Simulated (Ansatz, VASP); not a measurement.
# KI: VASP beside Ansatz

```
K I
1.0
     0.00000    3.52455    3.52455
     3.52455    0.00000    3.52455
     3.52455    3.52455    0.00000
K I
1 1
Cartesian
  -0.2121 0.2121 0.0000
  3.5246 3.5246 3.5246
```

Change from the starting cell: all K atoms moved -0.300 Å, as atom 1 along Cartesian [1 -1 0].

Alike in both runs: task single point; functional PBEsol; k mesh 6 × 6 × 6; occupations gaussian, width 0.05 eV; no spin polarisation.

|  | VASP | Ansatz |
| --- | --- | --- |
| version | VASP 6.6.1 | Ansatz 0.2.0 |
| potentials or method | VASP PAW PBE potentials, release 64 (K_sv, I), cutoff 520 eV | scalar-relativistic, plane waves, PAW |
| valence electrons in the cell | 16 | 26 |

Ansatz gave:

* gap on the k mesh at the Fermi level (eV): 3.85
* least direct gap on the mesh (eV): 3.85
* pressure (GPa): 0.2
* traceless stress, the component that is largest in VASP (GPa): -0.44
* rms of the force components (eV/Å): 0.182

Task: Estimate VASP's values.

Result: gap on the k mesh at the Fermi level (eV): 3.85; least direct gap on the mesh (eV): 3.85; pressure (GPa): 0.2; traceless stress, the component that is largest in VASP (GPa): -0.44; rms of the force components (eV/Å): 0.185.

VASP's potentials were made for PBE, not for PBEsol. Atom by atom the forces differ by 0.003 eV/Å (rms over components). VASP's potentials hold 16 valence electrons a cell and Ansatz's 26, so a difference there can come from the potentials and not from the codes.

Spin-orbit coupling is off throughout.
